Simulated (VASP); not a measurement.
# AlRuN (I4_1md) in VASP: single point with r2SCAN

Aim: the single point of AlRuN with r2SCAN.

Everything below comes from runs of VASP 6.6.1. Logs are shortened: lines on timing, memory, paths and dates and some standing lists are left out, and cuts for length are marked.

## 1. The cell of the first run

The structure is tetragonal, space group I4_1md (No. 109). The conventional cell has a = 3.559 Å, b = 3.559 Å, c = 12.170 Å, α = 90.00°, β = 90.00°, γ = 90.00°. Within 3.6 Å of N (site symmetry 2mm) lie 6 Ru at 2.69 to 2.72 Å and 6 Al at 2.71 Å and 8 N at 3.52 to 3.56 Å. Ru (site symmetry 2mm) has 3 Al at 2.02 to 2.05 Å and 6 N at 2.69 to 2.72 Å within 2.8 Å. Al (site symmetry 2mm) has 3 Ru at 2.02 to 2.05 Å and 6 N at 2.71 Å within 2.8 Å.

## 2. Single point, r2SCAN

File POSCAR:

```
AlRuN
1.0
    0.0000000000      3.5586730000      0.0000000000
    3.5586730000      0.0000000000      0.0000000000
    1.7793360000      1.7793360000     -6.0848710000
N Ru Al
2 2 2
Direct
    0.0000000000      0.0000000000      0.0000000000
    0.7500000000      0.2500000000      0.5000000000
    0.4160000000      0.4160000000      0.1680000000
    0.1660000000      0.6660000000      0.6680000000
    0.5823000000      0.5823000000      0.8354000000
    0.3323000000      0.8323000000      0.3354000000
```

File INCAR.step1:

```
SYSTEM = AlRuN
ALGO = Normal ; EDIFF = 1E-4
ENCUT = 520 ; GGA = PE
ISMEAR = 0 ; LASPH = .TRUE.
LCHARG = .FALSE. ; LREAL = .FALSE.
LWAVE = .TRUE. ; NBANDS = 31
NELM = 60 ; PREC = Accurate
SIGMA = 0.054
```

File INCAR.step2:

```
SYSTEM = AlRuN
ALGO = Normal ; EDIFF = 1E-6
ENCUT = 520 ; ISIF = 2
ISMEAR = 0 ; ISTART = 1
LASPH = .TRUE. ; LCHARG = .FALSE.
LMIXTAU = .TRUE. ; LREAL = .FALSE.
LWAVE = .FALSE. ; METAGGA = R2SCAN
NBANDS = 31 ; NELM = 60
PREC = Accurate ; SIGMA = 0.054
```

File KPOINTS:

```
k-points
0
G
  10 10 10
  0 0 0
```

Potentials or basis: VASP PAW PBE potentials, release 64 (N, Ru_pv, Al).

Run with:

```console
$ cat potpaw_PBE.64/N/POTCAR potpaw_PBE.64/Ru_pv/POTCAR potpaw_PBE.64/Al/POTCAR > POTCAR
$ cp INCAR.step1 INCAR
$ mpirun -np 1 vasp_std > vasp.out
$ cp INCAR.step2 INCAR
$ mpirun -np 1 vasp_std > vasp.out
```

OUTCAR:

```text
SYSTEM = AlRuN
   EDIFF = 1E-6
   ENCUT = 520
   ISIF = 2
   ISMEAR = 0
   ISTART = 1
   LASPH = .TRUE.
   LREAL = .FALSE.
   METAGGA = R2SCAN
   NELM = 60
   PREC = Accurate

 ion  position               nearest neighbor table
   1  0.000  0.000  0.000-
   2  0.750  0.250  0.500-
   3  0.416  0.416  0.168-   5 2.02   6 2.05   6 2.05
   4  0.166  0.666  0.668-   6 2.02   5 2.05   5 2.05
   5  0.582  0.582  0.835-   3 2.02   4 2.05   4 2.05
   6  0.332  0.832  0.335-   4 2.02   3 2.05   3 2.05

  LATTYP: Found a body centered tetragonal cell.
 ALAT       =     3.5586730000
 C/A-ratio  =     3.4197415722

  Lattice vectors:

 A1 = (  -1.7793360000,   1.7793370000,   6.0848710000)
 A2 = (   1.7793370000,  -1.7793360000,   6.0848710000)
 A3 = (   1.7793360000,   1.7793360000,  -6.0848710000)

Analysis of symmetry for initial positions (statically):
=====================================================================
 Subroutine PRICEL returns:
 Original cell was already a primitive cell.

 Routine SETGRP: Setting up the symmetry group for a
 body centered tetragonal supercell.

 Subroutine GETGRP returns: Found  8 space group operations
 (whereof  4 operations were pure point group operations)
 out of a pool of 16 trial point group operations.

The static configuration has the point symmetry C_2v.
 The point group associated with its full space group is C_4v.

Analysis of symmetry for dynamics (positions and initial velocities):
=====================================================================
 Subroutine PRICEL returns:
 Original cell was already a primitive cell.

 Routine SETGRP: Setting up the symmetry group for a
 body centered tetragonal supercell.

 Subroutine GETGRP returns: Found  8 space group operations
 (whereof  4 operations were pure point group operations)
 out of a pool of 16 trial point group operations.

The dynamic configuration has the point symmetry C_2v.
 The point group associated with its full space group is C_4v.

 Subroutine INISYM returns: Found  8 space group operations
 (whereof  4 operations are pure point group operations),
 and found     1 'primitive' translations

----------------------------------------------------------------------------------------

                                     Primitive cell

  volume of cell :      77.0597
[... 97 lines left out ...]
   EDIFF  = 0.1E-05   stopping-criterion for ELM
   LREAL  =      F    real-space projection
   EDIFFG = 0.1E-04   stopping-criterion for IOM
   NSW    =      0    number of steps for IOM
   IBRION =     -1    ionic relax: 0-MD 1-quasi-New 2-CG
   NFREE  =      0    steps in history (QN), initial steepest desc. (CG)
   ISIF   =      2    stress and relaxation
   ISYM   =      2    0-nonsym 1-usesym 2-fastsym
   POTIM  = 0.5000    time-step for ionic-motion
   TEBEG  =    0.0;   TEEND  =   0.0 temperature during run
   PSTRESS=    0.0 pullay stress
   NELECT =      44.0000    total number of electrons
   NUPDOWN=      -1.0000    fix difference up-down
   EMIN   =  10.00;   EMAX   =-10.00  energy-range for DOS
   EFERMI =   0.00;   METHOD = LEGACY
   ISMEAR =     0;   SIGMA  =   0.05  broadening in eV -4-tet -1-fermi 0-gaus
   EFERMI_NEDOS =   21; number of points for ismear=-14 and -15
   IALGO  =     38    algorithm
   IMIX   =      4    mixing-type and parameters
     AMIX     =   0.40;   BMIX     =  1.00
     AMIX_MAG =   1.60;   BMIX_MAG =  1.00
  volume/ion in A,a.u.               =      12.84        86.67
  Fermi-wavevector in a.u.,A,eV,Ry     =   1.358157  2.566544 25.097165  1.844590
  Thomas-Fermi vector in A             =   2.485014
   LORBIT       =      0    0 simple, 1 ext, 2 COOP (PROOUT), +10 PAW based schemes
   METAGGA = R2SCAN    functional components
   LHFCALC =     F    Hartree Fock is set to
   AEXX    =    0.0000 exact exchange contribution
   IVDW    =     0    specifies the selected vdW correction
   LEPSILON=     F    determine dielectric tensor
   LRPA    =     F    only Hartree local field effects (RPA)
 non-spin polarized calculation
 Gauss-broadening in eV      SIGMA  =   0.05
  energy-cutoff  :      520.00
  volume of cell :       77.06
 maximum number of plane-waves:      2103
   NGX = 13   NGY = 13   NGZ = 25

 number of electron      43.9999996 magnetization

 Free energy of the ion-electron system (eV)
  ---------------------------------------------------
  ext. energy  EPLUGINS =         0.00000000
  ---------------------------------------------------
  free energy    TOTEN  =       -67.97579957 eV

  energy without entropy =      -67.97274335  energy(sigma->0) =      -67.97427146

 E-fermi :   7.5891     XC(G=0): -12.3619

 val. band max:        7.5764713125   @ k =  -0.2000  -0.3000   0.1000
 cond. band min:       7.5905939414   @ k =  -0.2000  -0.4000   0.1000
 fundamental gap:      0.0141226289
 Fermi energy:         7.5891430294

 k-point     1 :       0.0000    0.0000    0.0000
  band No.  band energies     occupation
      1     -35.4810      2.00000
      2     -35.4188      2.00000
      3     -35.4027      2.00000
      4     -35.4027      2.00000
      5     -35.1215      2.00000
      6     -35.1215      2.00000
[... 805 lines left out ...]
     30      14.4142      0.00000
     31      14.8420      0.00000

 [... further k-points ...]

------------------------ aborting loop because EDIFF is reached ----------------------------------------

  FORCE on cell =-STRESS in cart. coord.  units (eV):
  Direction    XX          YY          ZZ          XY          YZ          ZX
  --------------------------------------------------------------------------------------
  -------------------------------------------------------------------------------------
  Total        7.6354794      7.6354794     29.9587929      0.0000000      0.0000025      0.0000025
  in kB      158.7520530    158.7520530    622.8842522      0.0000000      0.0000512      0.0000512
  external PRESSURE =     313.4627861 kB  Pullay stress =       0.0000000 kB

 VOLUME and BASIS-vectors are now :
 -----------------------------------------------------------------------------
  energy-cutoff  :      520.00
  volume of cell :       77.06
      direct lattice vectors                 reciprocal lattice vectors
     0.000000000  3.558673000  0.000000000     0.000000000  0.281003621  0.082170988
     3.558673000  0.000000000  0.000000000     0.281003621  0.000000000  0.082170988
     1.779336000  1.779336000 -6.084871000     0.000000000  0.000000000 -0.164342021

 POSITION                                       TOTAL-FORCE (eV/Angst)
 -----------------------------------------------------------------------------------
      0.00000      0.00000      0.00000        -0.000000     -0.000000     -0.035448
      1.77934      3.55867     -3.04244        -0.000000     -0.000000     -0.035448
      1.77934      1.77934     -1.02226        -0.000000     -0.000000     -0.988140
      3.55867      1.77934     -4.06469        -0.000000     -0.000000     -0.988140
      3.55867      3.55867     -5.08330         0.000000      0.000000      1.023588
      3.55867      1.77934     -2.04087         0.000000      0.000000      1.023588
 -----------------------------------------------------------------------------------
    total drift:                               -0.000597     -0.000597     -0.008094

  FREE ENERGIE OF THE ION-ELECTRON SYSTEM (eV)
  ---------------------------------------------------
  free  energy   TOTEN  =       -67.9757995692 eV

  energy  without entropy=      -67.9727433486  energy(sigma->0) =      -67.97427146
```

OSZICAR.step1:

```text
N       E                     dE             d eps       ncg     rms          rms(c)
DAV:   1     0.382212947031E+03    0.38221E+03   -0.24590E+04  6380   0.140E+03
DAV:   2    -0.122908098224E+02   -0.39450E+03   -0.37916E+03  7103   0.391E+02
DAV:   3    -0.284430338166E+02   -0.16152E+02   -0.15549E+02  7833   0.761E+01
DAV:   4    -0.287375546606E+02   -0.29452E+00   -0.29415E+00  6895   0.105E+01
DAV:   5    -0.287436166766E+02   -0.60620E-02   -0.60614E-02  8189   0.144E+00    0.131E+01
DAV:   6    -0.285899184897E+02    0.15370E+00   -0.33590E+00  8115   0.114E+01    0.717E+00
DAV:   7    -0.281850945435E+02    0.40482E+00   -0.28404E+00  7970   0.116E+01    0.642E+00
DAV:   8    -0.280054239415E+02    0.17967E+00   -0.52579E-01  7709   0.416E+00    0.970E-01
DAV:   9    -0.280032685059E+02    0.21554E-02   -0.47010E-02  7056   0.132E+00    0.405E-01
DAV:  10    -0.280017734391E+02    0.14951E-02   -0.51925E-03  7579   0.409E-01    0.104E-01
DAV:  11    -0.280017585797E+02    0.14859E-04   -0.32350E-04  6324   0.129E-01
   1 F= -.28001759E+02 E0= -.28000123E+02  d E =-.327020E-02
```

Wall time 8.7 min (1 thread of Intel Xeon Platinum 8488C (Sapphire Rapids), shared host); peak memory 0.35 GiB.

Results:

| Quantity | Value |
| --- | --- |
| Free energy | -67.9758 eV |
| Pressure | 31.3 GPa |
| Largest force | 1.024 eV/Å |
| Band gap on the k mesh | zero (bands 22 and 23 overlap by 0.18 eV) |

Forces on the atoms (eV/Å):
```
N    0.000  0.000 -0.035
N    0.000  0.000 -0.035
Ru   0.000  0.000 -0.988
Ru   0.000  0.000 -0.988
Al   0.000  0.000  1.024
Al   0.000  0.000  1.024
```

Caveat: the stress differs along the axes, from 16 to 62 GPa; the PAW data sets were made with another functional, which shifts forces and pressure a little.
